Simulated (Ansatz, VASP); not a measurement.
# One calculation of Mo, two programs

```
Mo
1.0
    -1.56465    1.56465    1.56465
     1.56465   -1.56465    1.56465
     3.12931    3.12931    0.00000
Mo
2
Direct
  0.90413 0.90413 0.00000
  0.59587 0.59587 0.50000
```

Change from the starting cell: mode 4 (139.8 1/cm) frozen in, largest displacement -0.300 Å.

Alike in both runs: task single point; functional PBEsol; k mesh 24 × 24 × 14; occupations gaussian, width 0.15 eV; no spin polarisation.

```csv
,VASP,Ansatz
version,VASP 6.6.1,Ansatz 0.2.0
potentials or method,"VASP PAW PBE potentials, release 64 (Mo_sv), cutoff 520 eV","scalar-relativistic, plane waves, PAW"
valence electrons in the cell,28,28
```

```tsv
	VASP	Ansatz	Ansatz less VASP
gap on the k mesh at the Fermi level (eV)	none	none	-
pressure (GPa)	11.9	11.1	-0.86
traceless stress, the component that is largest in VASP (GPa)	14.96	14.60	-0.357
rms of the force components (eV/Å)	1.401	1.384	-0.0167
```

VASP's potentials were made for PBE, not for PBEsol. Atom by atom the forces differ by 0.017 eV/Å (rms over components). A gap of «none» marks a metal or a gap that the smearing closes. The functional is the same, so the differences come from potentials, cutoffs and numerics.
